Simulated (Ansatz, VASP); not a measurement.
**One calculation of SiC, two programs**

```
CELL_PARAMETERS angstrom
0.01026 2.18999 2.17016
2.18999 0.01026 2.17016
2.20024 2.20024 0.00000
ATOMIC_POSITIONS crystal
Si 0.00047 0.00047 0.99953
C 0.24953 0.24953 0.25047
```

Alike in both runs: task single point; functional PBEsol; k mesh 10 × 10 × 10; no spin polarisation.

|  | VASP | Ansatz |
| --- | --- | --- |
| version | VASP 6.6.1 | Ansatz 0.2.0 |
| potentials or method | VASP PAW PBE potentials, release 64 (Si, C), cutoff 600 eV | scalar-relativistic, plane waves, PAW |
| occupations | gaussian, width 0.01 eV | fixed |
| valence electrons in the cell | 8 | 8 |

|  | VASP | Ansatz | Ansatz less VASP |
| --- | --- | --- | --- |
| gap on the k mesh at the Fermi level (eV) | 1.14 | 1.15 | +0.010 |
| least direct gap on the mesh (eV) | 4.36 | 4.37 | +0.014 |

VASP's potentials were made for PBE, not for PBEsol, and Ansatz warns of the same on its side.
